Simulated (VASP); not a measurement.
# SnO2 (C2/m) in VASP: further runs

SnO2 is run at these levels: PBE+D3(BJ); tasks: single point.

Everything below comes from runs of VASP 6.6.1. Logs are shortened: lines on timing, memory, paths and dates and some standing lists are left out, and cuts for length are marked.

## (1) The cell of the first run

Symmetry: C2/m, No. 12, monoclinic system. The conventional cell has a = 5.607 Å, b = 3.237 Å, c = 15.835 Å, α = 90.00°, β = 98.14°, γ = 90.00°. Within 2.8 Å of Sn (site symmetry 2/m) lie 6 O at 2.12 Å. Sn (site symmetry m) has 6 O at 2.12 Å within 2.8 Å. O (site symmetry m) has 3 Sn at 2.12 Å and 3 O at 2.72 Å within 2.8 Å. O (site symmetry m) has 3 Sn at 2.12 Å and 3 O at 2.72 Å within 2.8 Å. O (site symmetry m) has 3 Sn at 2.12 Å and 3 O at 2.72 Å within 2.8 Å.

## (2) Single point, PBE+D3(BJ)

Contents of INCAR:

```
PREC     = Accurate       # precision mode
ENCUT    = 520            # plane-wave cutoff, eV
EDIFF    = 1E-6           # SCF threshold, eV
ISMEAR   = 0              # smearing method
SIGMA    = 0.05           # smearing width, eV
LREAL    = F              # projectors in reciprocal space
LASPH    = T              # aspherical terms in the spheres
NELM     = 60             # most SCF steps
ALGO     = Normal         # electronic algorithm
ISIF     = 2              # what is computed and relaxed
LWAVE    = F              # write WAVECAR
LCHARG   = F              # write CHGCAR
GGA      = PE             # functional
IVDW     = 12             # dispersion correction
NBANDS   = 49             # bands
```

Contents of KPOINTS:

```
Automatic mesh
0
Gamma
  9 9 2
```

Contents of POSCAR:

```
SnO2
1.0
   -3.2372529198      0.0000000000      0.0000000000
   -1.6186264599     -2.8035432670      0.0000000000
   -2.9135276278     -1.6821259603     15.6754773976
Sn O
3 6
Direct
    0.4202617651      0.4202617651      0.4106748359
    0.9178705087     -0.0821294913      0.1368824855
   -0.0773469784     -0.0773469784      0.6844671862
    0.5466224015      0.5466224015      0.2000737752
    0.5514049145     -0.4485950855      0.7476584759
    0.0490136580      0.0490136580      0.4738661255
    0.2939011287      0.2939011287      0.6212758966
    0.7915098723     -0.2084901277      0.3474835462
    0.2891186158      0.2891186158      0.0736911959
```

Potentials or basis: VASP PAW PBE potentials, release 64 (Sn_d, O).

Command:

```sh
cat potpaw_PBE.64/Sn_d/POTCAR potpaw_PBE.64/O/POTCAR > POTCAR
mpirun -np 1 vasp_std > vasp.out
```

OUTCAR:

```text
PREC = Accurate
   ENCUT = 520
   EDIFF = 1E-6
   ISMEAR = 0
   LREAL = F
   LASPH = T
   NELM = 60
   ISIF = 2
   GGA = PE
   IVDW = 12
 IVDW          = 12

 ion  position               nearest neighbor table
   1  0.420  0.420  0.411-   6 2.12   6 2.12   6 2.12   8 2.12   8 2.12   8 2.12
   2  0.918  0.918  0.137-   9 2.12   9 2.12   9 2.12   4 2.12   4 2.12   4 2.12
   3  0.923  0.923  0.684-   7 2.12   7 2.12   7 2.12   5 2.12   5 2.12   5 2.12
   4  0.547  0.547  0.200-   2 2.12   2 2.12   2 2.12
   5  0.551  0.551  0.748-   3 2.12   3 2.12   3 2.12
   6  0.049  0.049  0.474-   1 2.12   1 2.12   1 2.12
   7  0.294  0.294  0.621-   3 2.12   3 2.12   3 2.12
   8  0.792  0.792  0.347-   1 2.12   1 2.12   1 2.12
   9  0.289  0.289  0.074-   2 2.12   2 2.12   2 2.12

  LATTYP: Found a base centered monoclinic cell.
 ALAT       =     5.6070865340
 B/A-ratio  =     0.5773502692
 C/A-ratio  =     2.8241254891
 COS(beta)  =    -0.1416367656

  Lattice vectors:

 A1 = (  -3.2372529198,   0.0000000000,   0.0000000000)
 A2 = (  -1.6186264599,  -2.8035432670,   0.0000000000)
 A3 = (   1.9423517519,   1.1214173067,  15.6754773976)

Analysis of symmetry for initial positions (statically):
=====================================================================
 Subroutine PRICEL returns:
 Original cell was already a primitive cell.

 Routine SETGRP: Setting up the symmetry group for a
 base centered monoclinic supercell.

 Subroutine GETGRP returns: Found  4 space group operations
 (whereof  2 operations were pure point group operations)
 out of a pool of  4 trial point group operations.

The static configuration has the point symmetry C_1h.
 The point group associated with its full space group is C_2h.

Analysis of symmetry for dynamics (positions and initial velocities):
=====================================================================
 Subroutine PRICEL returns:
 Original cell was already a primitive cell.

 Routine SETGRP: Setting up the symmetry group for a
 base centered monoclinic supercell.

 Subroutine GETGRP returns: Found  4 space group operations
 (whereof  2 operations were pure point group operations)
 out of a pool of  4 trial point group operations.

The dynamic configuration has the point symmetry C_1h.
 The point group associated with its full space group is C_2h.

 Subroutine INISYM returns: Found  4 space group operations
 (whereof  2 operations are pure point group operations),
 and found     1 'primitive' translations

----------------------------------------------------------------------------------------

                                     Primitive cell

  volume of cell :     142.2672

  direct lattice vectors                    reciprocal lattice vectors
    -3.237252920  0.000000000  0.000000000    -0.308903884  0.178345741 -0.038276346
    -1.618626460 -2.803543267  0.000000000     0.000000000 -0.356691481 -0.038276346
    -2.913527628 -1.682125960 15.675477398     0.000000000  0.000000000  0.063793910

  length of vectors
     3.237252920  3.237252920 16.032429093     0.358739308  0.358739308  0.063793910

  position of ions in fractional coordinates (direct lattice)
     0.420261765  0.420261765  0.410674836
     0.917870509  0.917870509  0.136882486
     0.922653022  0.922653022  0.684467186
     0.546622402  0.546622402  0.200073775
     0.551404914  0.551404914  0.747658476
     0.049013658  0.049013658  0.473866126
     0.293901129  0.293901129  0.621275897
     0.791509872  0.791509872  0.347483546
     0.289118616  0.289118616  0.073691196

  ion indices of the primitive-cell ions
   primitive index   ion index
                 1           1
                 2           2
                 3           3
                 4           4
                 5           5
                 6           6
                 7           7
                 8           8
                 9           9

----------------------------------------------------------------------------------------

 KPOINTS: Automatic mesh

Automatic generation of k-mesh.
 Grid dimensions read from file:
 generate k-points for:    9    9    2

 Generating k-lattice:

  Cartesian coordinates                     Fractional coordinates (reciprocal lattice)
    -0.034322654  0.019816193 -0.004252927     0.111111111  0.000000000 -0.000000000
     0.000000000 -0.039632387 -0.004252927     0.000000000  0.111111111  0.000000000
     0.000000000  0.000000000  0.031896955     0.000000000  0.000000000  0.500000000

  Length of vectors
     0.039859923  0.039859923  0.031896955

  Shift w.r.t. Gamma in fractional coordinates (k-lattice)
     0.000000000  0.000000000  0.000000000

 Subroutine IBZKPT returns following result:
 ===========================================

 Found     50 irreducible k-points:

 Following reciprocal coordinates:
            Coordinates               Weight
  0.000000  0.000000  0.000000      1.000000
  0.111111  0.000000  0.000000      4.000000
  0.222222  0.000000  0.000000      4.000000
  0.333333  0.000000  0.000000      4.000000
  0.444444  0.000000  0.000000      4.000000
  0.111111  0.111111  0.000000      2.000000
[... 16 lines left out ...]
 -0.333333  0.333333  0.000000      2.000000
  0.444444  0.444444  0.000000      2.000000
 [... further k-points ...]
   k-points           NKPTS =     50   k-points in BZ     NKDIM =     50   number of bands    NBANDS=     49
   number of dos      NEDOS =    301   number of ions     NIONS =      9
   total plane-waves  NPLWV =  69120
   dimension x,y,z NGX =    24 NGY =   24 NGZ =  120
   dimension x,y,z NGXF=    48 NGYF=   48 NGZF=  240
   ions per type =               3   6
   NGX,Y,Z   is equivalent  to a cutoff of  12.32, 12.32, 12.44 a.u.
   NGXF,Y,Z  is equivalent  to a cutoff of  24.65, 24.65, 24.89 a.u.
 SYSTEM =  unknown system
   PREC   = accura    normal or accurate (medium, high low for compatibility)
   ISTART =      0    job   : 0-new  1-cont  2-samecut
   ICHARG =      2    charge: 1-file 2-atom 10-const
   ISPIN  =      1    spin polarized calculation?
   LNONCOLLINEAR =      F non collinear calculations
   LSORBIT =      F    spin-orbit coupling
   LASPH  =      T    aspherical Exc in radial PAW
   ENCUT  =  520.0 eV  38.22 Ry    6.18 a.u.   6.02  6.02 29.81*2*pi/ulx,y,z
   NELM   =     60;   NELMIN=  2; NELMDL= -5     # of ELM steps
   EDIFF  = 0.1E-05   stopping-criterion for ELM
   LREAL  =      F    real-space projection
   EDIFFG = 0.1E-04   stopping-criterion for IOM
   NSW    =      0    number of steps for IOM
   IBRION =     -1    ionic relax: 0-MD 1-quasi-New 2-CG
   NFREE  =      0    steps in history (QN), initial steepest desc. (CG)
   ISIF   =      2    stress and relaxation
   ISYM   =      2    0-nonsym 1-usesym 2-fastsym
   POTIM  = 0.5000    time-step for ionic-motion
   TEBEG  =    0.0;   TEEND  =   0.0 temperature during run
   PSTRESS=    0.0 pullay stress
   NELECT =      78.0000    total number of electrons
   NUPDOWN=      -1.0000    fix difference up-down
   EMIN   =  10.00;   EMAX   =-10.00  energy-range for DOS
   EFERMI =   0.00;   METHOD = LEGACY
   ISMEAR =     0;   SIGMA  =   0.05  broadening in eV -4-tet -1-fermi 0-gaus
   EFERMI_NEDOS =   21; number of points for ismear=-14 and -15
   IALGO  =     38    algorithm
   IMIX   =      4    mixing-type and parameters
     AMIX     =   0.40;   BMIX     =  1.00
     AMIX_MAG =   1.60;   BMIX_MAG =  1.00
  volume/ion in A,a.u.               =      15.81       106.67
  Fermi-wavevector in a.u.,A,eV,Ry     =   1.339897  2.532039 24.426872  1.795324
  Thomas-Fermi vector in A             =   2.468253
   LORBIT       =      0    0 simple, 1 ext, 2 COOP (PROOUT), +10 PAW based schemes
   GGA     = PE    functional components
   LHFCALC =     F    Hartree Fock is set to
   AEXX    =    0.0000 exact exchange contribution
   IVDW    =    12    specifies the selected vdW correction
   LEPSILON=     F    determine dielectric tensor
   LRPA    =     F    only Hartree local field effects (RPA)
 non-spin polarized calculation
 Gauss-broadening in eV      SIGMA  =   0.05
  energy-cutoff  :      520.00
  volume of cell :      142.27
 maximum number of plane-waves:      3886
   NGX = 13   NGY = 13   NGZ = 59

 number of electron      77.9999998 magnetization

 Free energy of the ion-electron system (eV)
  ---------------------------------------------------
  ext. energy  EPLUGINS =         0.00000000
  ---------------------------------------------------
  free energy    TOTEN  =       -54.50994213 eV

  energy without entropy =      -54.50994213  energy(sigma->0) =      -54.50994213

 E-fermi :   2.7342     XC(G=0):  -9.2527

 val. band max:        2.4290427259   @ k =  -0.1111   0.1111  -0.0000
 cond. band min:       4.3615760533   @ k =   0.0000   0.0000   0.0000
 fundamental gap:      1.9325333274
 Fermi energy:         2.7341790912

 k-point     1 :       0.0000    0.0000    0.0000
  band No.  band energies     occupation
      1     -17.6789      2.00000
      2     -17.6692      2.00000
      3     -17.6689      2.00000
      4     -17.4320      2.00000
      5     -17.4320      2.00000
      6     -17.4209      2.00000
[... 41 lines left out ...]
     48      13.3123      0.00000
     49      13.4856      0.00000

 k-point     2 :       0.1111    0.0000    0.0000
  band No.  band energies     occupation
      1     -17.6368      2.00000
      2     -17.6270      2.00000
      3     -17.6265      2.00000
      4     -17.5258      2.00000
      5     -17.5147      2.00000
      6     -17.5144      2.00000
[... 41 lines left out ...]
     48      12.6829      0.00000
     49      13.0741      0.00000

 k-point     3 :       0.2222    0.0000    0.0000
  band No.  band energies     occupation
      1     -17.8134      2.00000
      2     -17.8005      2.00000
      3     -17.7993      2.00000
      4     -17.4802      2.00000
      5     -17.4708      2.00000
      6     -17.4694      2.00000
[... 1081 lines left out ...]
     48      12.6744      0.00000
     49      12.8041      0.00000

 k-point    24 :       0.4444    0.4444    0.0000
  band No.  band energies     occupation
      1     -18.2130      2.00000
      2     -18.1999      2.00000
      3     -18.1995      2.00000
      4     -17.3945      2.00000
      5     -17.3850      2.00000
      6     -17.3850      2.00000
[... 41 lines left out ...]
     48      12.8263      0.00000
     49      13.6970      0.00000

 [... further k-points ...]

------------------------ aborting loop because EDIFF is reached ----------------------------------------

 Edisp (eV)   -1.57796

 E8    (eV) :    -0.6306

  FORCE on cell =-STRESS in cart. coord.  units (eV):
  Direction    XX          YY          ZZ          XY          YZ          ZX
  --------------------------------------------------------------------------------------
  -------------------------------------------------------------------------------------
  Total       0.30880     0.30825     0.45151     0.00048     0.00004     0.00008
  in kB       3.47768     3.47141     5.08476     0.00543     0.00050     0.00087
  external pressure =        4.01 kB  Pullay stress =        0.00 kB

 VOLUME and BASIS-vectors are now :
 -----------------------------------------------------------------------------
  energy-cutoff  :      520.00
  volume of cell :      142.27
      direct lattice vectors                 reciprocal lattice vectors
    -3.237252920  0.000000000  0.000000000    -0.308903884  0.178345741 -0.038276346
    -1.618626460 -2.803543267  0.000000000     0.000000000 -0.356691481 -0.038276346
    -2.913527628 -1.682125960 15.675477398     0.000000000  0.000000000  0.063793910

 POSITION                                       TOTAL-FORCE (eV/Angst)
 -----------------------------------------------------------------------------------
     -3.23725     -1.86903      6.43752        -0.000000     -0.000000      0.000000
     -4.85588     -2.80354      2.14570         0.000217      0.000125      0.144330
     -6.47451     -3.73806     10.72935        -0.000217     -0.000125     -0.144330
     -3.23725     -1.86903      3.13625         0.000113      0.000065      0.067605
     -4.85588     -2.80354     11.71990        -0.000118     -0.000068      0.246748
     -1.61863     -0.93451      7.42808         0.000130      0.000075      0.054626
     -3.23725     -1.86903      9.73880        -0.000113     -0.000065     -0.067605
     -4.85588     -2.80354      5.44697        -0.000130     -0.000075     -0.054626
     -1.61863     -0.93451      1.15514         0.000118      0.000068     -0.246748
 -----------------------------------------------------------------------------------
    total drift:                               -0.000043     -0.000025      0.000031

  FREE ENERGIE OF THE ION-ELECTRON SYSTEM (eV)
  ---------------------------------------------------
  free  energy   TOTEN  =       -56.0879060186 eV

  energy  without entropy=      -56.0879060186  energy(sigma->0) =      -56.08790602
```

It took 5.8 min on 1 thread of Intel Xeon Platinum 8488C (Sapphire Rapids), shared host; peak memory 0.41 GiB.

Results:

```yaml
Free_energy: -56.0879 eV
Pressure: 0.4 GPa
Largest_force: 0.247 eV/Å
Band_gap_on_the_k_mesh: 1.93 eV (least direct gap 2.10 eV)
Dispersion_energy_per_atom: -0.175 eV
```

Forces on the atoms (eV/Å):
```
Sn   0.000  0.000  0.000
Sn   0.000  0.000  0.144
Sn   0.000  0.000 -0.144
O    0.000  0.000  0.068
O    0.000  0.000  0.247
O    0.000  0.000  0.055
O    0.000  0.000 -0.068
O    0.000  0.000 -0.055
O    0.000  0.000 -0.247
```

Caveat: spin-orbit coupling is left out, which moves the levels of the heavy elements; an odd mesh through Γ misses points on the zone boundary, where band edges can lie.

## (3) Single point, PBE+D3(BJ)

This run uses another cell than the first one, of the same volume but with other edges.

Contents of INCAR:

```
ALGO = Normal
EDIFF = 1E-6
ENCUT = 520
GGA = PE
ISIF = 2
ISMEAR = 0
IVDW = 12
LASPH = T
LCHARG = F
LREAL = F
LWAVE = F
NBANDS = 49
NELM = 60
PREC = Accurate
SIGMA = 0.05
```

Contents of KPOINTS:

```
k-points
0
Gamma
  9 9 2
```

Contents of POSCAR:

```
SnO2
1.0
   -3.2372529198      0.0000000000      0.0000000000
   -1.6186264599     -2.8035432670      0.0000000000
   -0.4855879380     -0.2803543268     15.6754773976
Sn O
3 6
Direct
    0.6255991831      0.6255991831      0.4106748359
    0.9863117514     -0.0136882486      0.1368824855
    0.2648866147      0.2648866147      0.6844671862
    0.6466592891      0.6466592891      0.2000737752
    0.9252341524     -0.0747658476      0.7476584759
    0.2859467208      0.2859467208      0.4738661255
    0.6045390770      0.6045390770      0.6212758966
    0.9652516454     -0.0347483546      0.3474835462
    0.3259642137      0.3259642137      0.0736911959
```

Potentials or basis: VASP PAW PBE potentials, release 64 (Sn_d, O).

Command:

```sh
cat potpaw_PBE.64/Sn_d/POTCAR potpaw_PBE.64/O/POTCAR > POTCAR
mpirun -np 1 vasp_std > vasp.out
```

It took 3.3 min on 1 thread of Intel Xeon Platinum 8488C (Sapphire Rapids), shared host; peak memory 0.41 GiB.

Results (log left out):

| Quantity | Value |
| --- | --- |
| Free energy | -56.0881 eV |
| Pressure | 0.4 GPa |
| Largest force | 0.247 eV/Å |
| Band gap on the k mesh | 1.93 eV (least direct gap 2.10 eV) |
| Dispersion energy per atom | -0.175 eV |

Forces in eV/Å, atoms in the order of the input:
```
Sn   0.000  0.000  0.000
Sn   0.000  0.000  0.144
Sn   0.000  0.000 -0.144
O    0.000  0.000  0.067
O    0.000  0.000  0.247
O    0.000  0.000  0.054
O    0.000  0.000 -0.067
O    0.000  0.000 -0.054
O    0.000  0.000 -0.247
```

Stress tensor (GPa, compression positive):
```
0.35 0.00 0.00
0.00 0.35 0.00
0.00 0.00 0.50
```

Levels at points of the mesh, in eV from the valence-band top:
| k point | band 37 | band 38 | band 39 | band 40 | band 41 | band 42 |
| --- | --- | --- | --- | --- | --- | --- |
| (0.00, 0.00, 0.00) | -0.94 | -0.86 | -0.17 | 1.93 | 2.64 | 3.30 |
| (0.00, 0.00, 0.50) | -0.94 | -0.83 | -0.19 | 1.98 | 2.58 | 3.33 |

Caveat: spin-orbit coupling is left out, which moves the levels of the heavy elements; an odd mesh through Γ misses points on the zone boundary, where band edges can lie.

(Part 1 of 2 ends here.)
